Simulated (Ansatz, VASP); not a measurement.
## One calculation of Sc2Al5, two programs

The input INCAR:

```
SYSTEM = Sc2Al5
  PREC = Accurate
  ENCUT = 520
  EDIFF = 1E-6
  ISMEAR = 0
  SIGMA = 0.1
  LREAL = .FALSE.
  LASPH = .TRUE.
  NELM = 60
  ALGO = Normal
  ISIF = 2
  LWAVE = .FALSE.
  LCHARG = .FALSE.
  LDIPOL = .TRUE.
  IDIPOL = 3
  DIPOL = 0.5 0.5 0.500
  GGA = PE
  NBANDS = 50
```

File KPOINTS:

```
Automatic mesh
0
G
  9 6 1
  0 0 0
```

Contents of POSCAR:

```
Sc2Al5
1.0
    4.1053305968      0.0000000000      0.0000000000
    0.0000000000      5.8058142080      0.0000000000
    0.0000000000      0.0000000000     23.7087213121
Sc Al
4 10
Direct
    0.0000000000      0.5000000000      0.3163392872
    0.0000000000      0.0000000000      0.4387797624
    0.0000000000      0.5000000000      0.5612202376
    0.0000000000      0.0000000000      0.6836607128
    0.0000000000      0.0000000000      0.3163392872
    0.5000000000      0.2500000000      0.3775595248
    0.5000000000      0.7500000000      0.3775595248
    0.0000000000      0.5000000000      0.4387797624
    0.5000000000      0.7500000000      0.5000000000
    0.5000000000      0.2500000000      0.5000000000
    0.0000000000      0.0000000000      0.5612202376
    0.5000000000      0.2500000000      0.6224404752
    0.5000000000      0.7500000000      0.6224404752
    0.0000000000      0.5000000000      0.6836607128
```

Input for Ansatz:

```yaml
crystal:
  lattice:
    - [4.1053305968, 0.0, 0.0]
    - [0.0, 5.805814208, 0.0]
    - [0.0, 0.0, 23.7087213121]
  atoms:
    - { symbol: Sc, position: [0.0, 0.5, 0.3163392872] }
    - { symbol: Al, position: [0.0, 0.0, 0.3163392872] }
    - { symbol: Al, position: [0.5, 0.25, 0.3775595248] }
    - { symbol: Al, position: [0.5, 0.75, 0.3775595248] }
    - { symbol: Sc, position: [0.0, 0.0, 0.4387797624] }
    - { symbol: Al, position: [0.0, 0.5, 0.4387797624] }
    - { symbol: Al, position: [0.5, 0.75, 0.5] }
    - { symbol: Al, position: [0.5, 0.25, 0.5] }
    - { symbol: Sc, position: [0.0, 0.5, 0.5612202376] }
    - { symbol: Al, position: [0.0, 0.0, 0.5612202376] }
    - { symbol: Al, position: [0.5, 0.25, 0.6224404752] }
    - { symbol: Al, position: [0.5, 0.75, 0.6224404752] }
    - { symbol: Sc, position: [0.0, 0.0, 0.6836607128] }
    - { symbol: Al, position: [0.0, 0.5, 0.6836607128] }
basis:
  ecutwfc: 420
kpoints:
  mp_grid: { grid: [9, 6, 1] }
hamiltonian:
  xc: pbe
scf:
  occupations: { method: gaussian, width: 0.1 }
output:
  forces: true
  stress: true
  eigenvalues: true
  write_density: true
  write_potential: true
  elf: true
  volumetric_format: npy
efield:
  axis: 3
  dipole_correction: true
  ramp_width: 0.04
```

Alike in both runs: task single point; functional PBE; k mesh 9 × 6 × 1; occupations gaussian, width 0.1 eV; no spin polarisation.

|  | VASP | Ansatz |
| --- | --- | --- |
| version | VASP 6.6.1 | Ansatz 0.2.0 |
| potentials or method | VASP PAW PBE potentials, release 64 (Sc_sv, Al), cutoff 520 eV | scalar-relativistic, plane waves, PAW |
| valence electrons in the cell | 74 | 74 |

|  | VASP | Ansatz | Ansatz less VASP |
| --- | --- | --- | --- |
| gap on the k mesh at the Fermi level (eV) | none | none | - |
| rms of the force components (eV/Å) | 0.152 | 0.153 | +0.0007 |

A gap of «none» marks a metal or a gap that the smearing closes. The functional is the same, so the differences come from potentials, cutoffs and numerics. Ansatz's warnings: xc potential rough in thin density.
